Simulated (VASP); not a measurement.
# Pt in VASP: a series of runs, part 2 of 2

VASP 6.6.1. Earlier steps stand in the parts before.

### Step 5. Relaxation of cell and atoms, PBE

This run uses another cell than the first one, of 15.59 Å³/atom, 0.997 times its volume.

The input, INCAR:

```
ALGO = Normal
EDIFF = 1E-6
EDIFFG = -0.01
ENCUT = 600
GGA = PE
IBRION = 2
ISIF = 3
ISMEAR = 0
LASPH = True
LCHARG = False
LREAL = False
LWAVE = False
NELM = 60
NSW = 100
PREC = Accurate
SIGMA = 0.1
```

The input, KPOINTS:

```
k-points
0
Gamma
  24 24 24
```

The input, POSCAR:

```
Pt
1.0
    0.0000000000      1.9827964194      1.9827964194
    1.9827964194      0.0000000000      1.9827964194
    1.9827964194      1.9827964194      0.0000000000
Pt
1
Direct
    0.0000000000      0.0000000000      0.0000000000
```

Potentials or basis: VASP PAW PBE potentials, release 64 (Pt).

The run is started by

```sh
$ cat potpaw_PBE.64/Pt/POTCAR > POTCAR
$ mpirun -np 1 vasp_std > vasp.out
```

OUTCAR:

```text
EDIFF = 1E-6
   EDIFFG = -0.01
   ENCUT = 600
   GGA = PE
   IBRION = 2
   ISIF = 3
   ISMEAR = 0
   LASPH = True
   LREAL = False
   NELM = 60
   NSW = 100
   PREC = Accurate

 ion  position               nearest neighbor table
   1  0.000  0.000  0.000-

  LATTYP: Found a face centered cubic cell.
 ALAT       =     3.9655928388

  Lattice vectors:

 A1 = (   0.0000000000,   1.9827964194,   1.9827964194)
 A2 = (   1.9827964194,   0.0000000000,   1.9827964194)
 A3 = (   1.9827964194,   1.9827964194,   0.0000000000)

Analysis of symmetry for initial positions (statically):
=====================================================================
 Subroutine PRICEL returns:
 Original cell was already a primitive cell.

 Routine SETGRP: Setting up the symmetry group for a
 face centered cubic supercell.

 Subroutine GETGRP returns: Found 48 space group operations
 (whereof 48 operations were pure point group operations)
 out of a pool of 48 trial point group operations.

The static configuration has the point symmetry O_h .

Analysis of symmetry for dynamics (positions and initial velocities):
=====================================================================
 Subroutine PRICEL returns:
 Original cell was already a primitive cell.

 Routine SETGRP: Setting up the symmetry group for a
 face centered cubic supercell.

 Subroutine GETGRP returns: Found 48 space group operations
 (whereof 48 operations were pure point group operations)
 out of a pool of 48 trial point group operations.

The dynamic configuration has the point symmetry O_h .

 Subroutine INISYM returns: Found 48 space group operations
 (whereof 48 operations are pure point group operations),
 and found     1 'primitive' translations

----------------------------------------------------------------------------------------

                                     Primitive cell

  volume of cell :      15.5907

  direct lattice vectors                    reciprocal lattice vectors
     0.000000000  1.982796419  1.982796419    -0.252169106  0.252169106  0.252169106
     1.982796419  0.000000000  1.982796419     0.252169106 -0.252169106  0.252169106
     1.982796419  1.982796419  0.000000000     0.252169106  0.252169106 -0.252169106

  length of vectors
     2.804097588  2.804097588  2.804097588     0.436769703  0.436769703  0.436769703

  position of ions in fractional coordinates (direct lattice)
     0.000000000  0.000000000  0.000000000

  ion indices of the primitive-cell ions
   primitive index   ion index
                 1           1

----------------------------------------------------------------------------------------

 KPOINTS: k-points

Automatic generation of k-mesh.
 Grid dimensions read from file:
 generate k-points for:   24   24   24

 Generating k-lattice:

  Cartesian coordinates                     Fractional coordinates (reciprocal lattice)
    -0.010507046  0.010507046  0.010507046     0.041666667  0.000000000  0.000000000
     0.010507046 -0.010507046  0.010507046     0.000000000  0.041666667  0.000000000
     0.010507046  0.010507046 -0.010507046     0.000000000  0.000000000  0.041666667

  Length of vectors
     0.018198738  0.018198738  0.018198738

  Shift w.r.t. Gamma in fractional coordinates (k-lattice)
     0.000000000  0.000000000  0.000000000

[... 35 lines left out ...]
   dimension x,y,z NGX =    24 NGY =   24 NGZ =   24
   dimension x,y,z NGXF=    48 NGYF=   48 NGZF=   48
   ions per type =               1
   NGX,Y,Z   is equivalent  to a cutoff of  14.23, 14.23, 14.23 a.u.
   NGXF,Y,Z  is equivalent  to a cutoff of  28.46, 28.46, 28.46 a.u.
 SYSTEM =  unknown system
   PREC   = accura    normal or accurate (medium, high low for compatibility)
   ISTART =      0    job   : 0-new  1-cont  2-samecut
   ICHARG =      2    charge: 1-file 2-atom 10-const
   ISPIN  =      1    spin polarized calculation?
   LNONCOLLINEAR =      F non collinear calculations
   LSORBIT =      F    spin-orbit coupling
   LASPH  =      T    aspherical Exc in radial PAW
   ENCUT  =  600.0 eV  44.10 Ry    6.64 a.u.   5.60  5.60  5.60*2*pi/ulx,y,z
   NELM   =     60;   NELMIN=  2; NELMDL= -5     # of ELM steps
   EDIFF  = 0.1E-05   stopping-criterion for ELM
   LREAL  =      F    real-space projection
   EDIFFG = -.1E-01   stopping-criterion for IOM
   NSW    =    100    number of steps for IOM
   IBRION =      2    ionic relax: 0-MD 1-quasi-New 2-CG
   NFREE  =      1    steps in history (QN), initial steepest desc. (CG)
   ISIF   =      3    stress and relaxation
   ISYM   =      2    0-nonsym 1-usesym 2-fastsym
   POTIM  = 0.5000    time-step for ionic-motion
   TEBEG  =    0.0;   TEEND  =   0.0 temperature during run
   PSTRESS=    0.0 pullay stress
   NELECT =      10.0000    total number of electrons
   NUPDOWN=      -1.0000    fix difference up-down
   EMIN   =  10.00;   EMAX   =-10.00  energy-range for DOS
   EFERMI =   0.00;   METHOD = LEGACY
   ISMEAR =     0;   SIGMA  =   0.10  broadening in eV -4-tet -1-fermi 0-gaus
   EFERMI_NEDOS =   21; number of points for ismear=-14 and -15
   IALGO  =     38    algorithm
   IMIX   =      4    mixing-type and parameters
     AMIX     =   0.40;   BMIX     =  1.00
     AMIX_MAG =   1.60;   BMIX_MAG =  1.00
  volume/ion in A,a.u.               =      15.59       105.21
  Fermi-wavevector in a.u.,A,eV,Ry     =   1.411844  2.667998 27.120540  1.993303
  Thomas-Fermi vector in A             =   2.533654
   LORBIT       =      0    0 simple, 1 ext, 2 COOP (PROOUT), +10 PAW based schemes
   GGA     = PE    functional components
   LHFCALC =     F    Hartree Fock is set to
   AEXX    =    0.0000 exact exchange contribution
   IVDW    =     0    specifies the selected vdW correction
   LEPSILON=     F    determine dielectric tensor
   LRPA    =     F    only Hartree local field effects (RPA)
 conjugate gradient relaxation of ions
 non-spin polarized calculation
 Gauss-broadening in eV      SIGMA  =   0.10
  energy-cutoff  :      600.00
  volume of cell :       15.59
 maximum number of plane-waves:       534
   NGX = 11   NGY = 11   NGZ = 11

--------------------------------------- Ionic step        1  -------------------------------------------

 number of electron      10.0000002 magnetization

 Free energy of the ion-electron system (eV)
  ---------------------------------------------------
  ext. energy  EPLUGINS =         0.00000000
  ---------------------------------------------------
  free energy    TOTEN  =        -6.10299033 eV

  energy without entropy =       -6.09177180  energy(sigma->0) =       -6.09738106

------------------------ aborting loop because EDIFF is reached ----------------------------------------

  FORCE on cell =-STRESS in cart. coord.  units (eV):
  Direction    XX          YY          ZZ          XY          YZ          ZX
  --------------------------------------------------------------------------------------
  -------------------------------------------------------------------------------------
  Total        0.0421912      0.0421912      0.0421912      0.0000000      0.0000000      0.0000000
  in kB        4.3357883      4.3357883      4.3357883      0.0000000      0.0000000      0.0000000
  external PRESSURE =       4.3357883 kB  Pullay stress =       0.0000000 kB
[... 57 lines left out ...]
--------------------------------------- Ionic step        3  -------------------------------------------

 number of electron      10.0000002 magnetization

 Free energy of the ion-electron system (eV)
  ---------------------------------------------------
  ext. energy  EPLUGINS =         0.00000000
  ---------------------------------------------------
  free energy    TOTEN  =        -6.10302380 eV

  energy without entropy =       -6.09177828  energy(sigma->0) =       -6.09740104

 E-fermi :  10.5938     XC(G=0): -13.2819

 val. band max:       10.5932400991   @ k =   0.4167   0.3750   0.0000
 cond. band min:      10.5952304136   @ k =  -0.4583   0.1667   0.0417
 fundamental gap:      0.0019903145
 Fermi energy:        10.5938210573

 k-point     1 :       0.0000    0.0000    0.0000
  band No.  band energies     occupation
      1       0.7771      2.00000
      2       7.0257      2.00000
      3       7.0257      2.00000
      4       7.0257      2.00000
      5       9.0605      2.00000
      6       9.0605      2.00000
      7      25.3373      0.00000
      8      30.1080      0.00000
      9      30.1080      0.00000
[... 265 lines left out ...]
 k-point    24 :       0.4583    0.0417    0.0000
  band No.  band energies     occupation
      1       3.6911      2.00000
      2       6.9503      2.00000
      3       7.0509      2.00000
      4       9.2990      2.00000
      5      10.5982      0.95071
      6      10.8979      0.00002
      7      16.9309      0.00000
      8      25.1167      0.00000
      9      29.3355      0.00000

 [... further k-points ...]
[... 5 lines left out ...]
  --------------------------------------------------------------------------------------
  -------------------------------------------------------------------------------------
  Total        0.0008945      0.0008945      0.0008945      0.0000000     -0.0000000      0.0000000
  in kB        0.0917753      0.0917753      0.0917753      0.0000000     -0.0000000      0.0000000
  external PRESSURE =       0.0917753 kB  Pullay stress =       0.0000000 kB
[... 16 lines left out ...]
  FREE ENERGIE OF THE ION-ELECTRON SYSTEM (eV)
  ---------------------------------------------------
  free  energy   TOTEN  =        -6.1030237952 eV

  energy  without entropy=       -6.0917782801  energy(sigma->0) =       -6.09740104

 reached required accuracy - stopping structural energy minimisation
```

Run time: 30 s. Hardware: 1 thread of Intel Xeon 6975P-C (Granite Rapids), shared host; peak memory 0.2 GiB.

Results:

- Free energy: -6.1030 eV
- Relaxed volume: 15.62 Å³/atom
- Relaxed cell: a = 2.806 Å, b = 2.806 Å, c = 2.806 Å, α = 60.00°, β = 60.00°, γ = 60.00°
- Space group after relaxing (to 0.05 Å): Fm-3m (No. 225)
- Energy gained by relaxing: 0.0 meV/atom
- Ionic steps: 3
- Pressure after relaxing: 0.0 GPa
- Band gap on the k mesh: zero (band 5 reaches 11.06 eV, above the bottom of band 6 at 8.97 eV)

Final structure:
```
Pt
1.0
     0.00000    1.98388    1.98388
     1.98388    0.00000    1.98388
     1.98388    1.98388    0.00000
Pt
1
Direct
  0.00000 0.00000 0.00000
```

Levels at points of the mesh, in eV from the Fermi level:
```tsv
k point	band 3	band 4	band 5	band 6	band 7	band 8
(0.00, 0.00, 0.00)	-3.57	-3.57	-1.53	-1.53	14.74	19.51
(0.50, 0.00, 0.00)	-3.63	-0.32	0.04	0.04	5.59	14.30
(0.50, 0.50, 0.00)	0.01	0.47	0.47	1.86	8.52	11.30
```

Caveat: spin-orbit coupling is left out, which moves the levels of the heavy elements.

### Step 6. Single point, PBE

The input, INCAR:

```
ALGO = Normal
EDIFF = 1E-6
ENCUT = 500
GGA = PE
GGA_COMPAT = F
ISIF = 2
ISMEAR = 0
LASPH = T
LCHARG = F
LREAL = F
LWAVE = F
NBANDS = 11
NELM = 120
PREC = Accurate
SIGMA = 0.1
```

The input, KPOINTS:

```
k-points
0
Gamma
  8 8 8
```

The input, POSCAR:

```
Pt
1.0
    0.0000000000      1.9837499377      1.9837499377
    1.9837499377      0.0000000000      1.9837499377
    1.9837499377      1.9837499377      0.0000000000
Pt
1
Direct
    0.0000000000      0.0000000000      0.0000000000
```

Potentials or basis: VASP PAW PBE potentials, release 64 (Pt).

The run is started by

```sh
$ cat potpaw_PBE.64/Pt/POTCAR > POTCAR
$ mpirun -np 1 vasp_std > vasp.out
```

Wall time 2.6 s (1 thread of Intel Xeon 6975P-C (Granite Rapids), shared host); peak memory 0.12 GiB.

It converged, with:

* Free energy: -6.0865 eV
* Pressure: -0.7 GPa
* Band gap on the k mesh: zero (band 5 reaches 11.03 eV, above the bottom of band 6 at 8.94 eV)

Levels at points of the mesh, in eV from the Fermi level:
```
           k point  band 3  band 4  band 5  band 6  band 7  band 8
(0.00, 0.00, 0.00)   -3.54   -3.54   -1.51   -1.51   14.81   19.58
(0.50, 0.00, 0.00)   -3.59   -0.26    0.07    0.07    5.63   14.37
(0.50, 0.50, 0.00)    0.03    0.49    0.49    1.92    8.56   11.36
```

Caveat: spin-orbit coupling is left out, which moves the levels of the heavy elements.

### Step 7. The runs side by side

```tsv
task	cell	k mesh	cutoff (eV)	gap on the mesh (eV)	pressure (GPa)
single point	a = 2.807 Å, angles 60.0°, 1 atom	24 × 24 × 24	520	none	-0.5
single point	a = 3.966 Å, 4 atoms	4 × 4 × 4	520	none	-0.5
relaxation of cell and atoms	relaxed from a = 2.804 Å, angles 60.0°, 1 atom	24 × 24 × 24	600	none	0.0
single point	a = 2.805 Å, angles 60.0°, 1 atom	8 × 8 × 8	500	none	-0.7
```

Alike in all rows: level PBE; potentials or basis VASP PAW PBE potentials, release 64 (Pt); no spin polarisation; smearing gaussian 0.1 eV.

Caveats: some runs use coarse meshes; spin-orbit coupling is left out, which moves the levels of the heavy elements.

Total energies depend on the potentials used, so only differences within one code and one set of settings carry meaning.
